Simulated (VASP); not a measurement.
A run of VASP 6.6.1:

The input INCAR:

```
ALGO     = Normal         # electronic algorithm
DIPOL    = 0.5 0.5 0.353
EDIFF    = 1E-6           # SCF threshold, eV
EDIFFG   = -0.03          # ionic threshold
ENCUT    = 520            # plane-wave cutoff, eV
GGA      = PS             # functional
IBRION   = 2              # ionic algorithm
IDIPOL   = 3            
ISIF     = 2              # what is computed and relaxed
ISMEAR   = 0              # smearing method
LASPH    = T              # aspherical terms in the spheres
LCHARG   = F              # write CHGCAR
LDIPOL   = T            
LREAL    = Auto         
LWAVE    = F              # write WAVECAR
NELM     = 100            # most SCF steps
NSW      = 50             # ionic steps
PREC     = Accurate       # precision mode
SIGMA    = 0.05           # smearing width, eV
```

File KPOINTS:

```
k-points
0
Gamma
  4 8 1
```

The input POSCAR:

```
Si3H2C4
1.0
    6.1612406585      0.0000000000      0.0000000000
    0.0000000000      3.0806203293      0.0000000000
    0.0000000000      0.0000000000     20.0373883794
C Si H
8 6 4
Selective dynamics
Direct
    0.5000000000      0.5000000000      0.2321862369  F F F
    0.0000000000      0.5000000000      0.2321862369  F F F
    0.7500000000      0.0000000000      0.3408993827  F F F
    0.2500000000      0.0000000000      0.3408993827  F F F
   -0.0084164147      0.5000000000      0.4632109135  T T T
    0.5048469038      0.5000000000      0.4454938733  T T T
    0.3868355117      0.0000000000      0.5537325474  T T F
    0.6025251061      0.0000000000      0.5676066110  T T F
    0.2500000000      0.5000000000      0.2865428098  F F F
    0.7500000000      0.5000000000      0.2865428098  F F F
    0.5018900871      0.0000000000      0.3938295863  T T T
   -0.0045753107      0.0000000000      0.4016465502  T T T
    0.7139483018      0.5000000000      0.5162457393  T T T
    0.2696360327      0.5000000000      0.5055542551  T T T
    0.5000000000      0.2248963861      0.1983620084  F F F
    0.5000000000      0.7751036139      0.1983620084  F F F
    0.0000000000      0.7747262802      0.1982371399  F F F
    0.0000000000      0.2252737198      0.1982371399  F F F
```

Potentials or basis: VASP PAW PBE potentials, release 64 (C, Si, H).

Launch:

```sh
$ cat potpaw_PBE.64/C/POTCAR potpaw_PBE.64/Si/POTCAR potpaw_PBE.64/H/POTCAR > POTCAR
$ mpirun -np 1 vasp_std > vasp.out
```

Hardware: 1 thread of Intel(R) Xeon(R) 6975P-C (Granite Rapids), on a shared host.

Q: Estimate the wall time of this run.

A: Wall time 16 min on 1 thread of Intel(R) Xeon(R) 6975P-C (Granite Rapids) (shared host), peak memory 0.53 GiB. Counts: scf iterations 105, k points 15, ion steps 12.
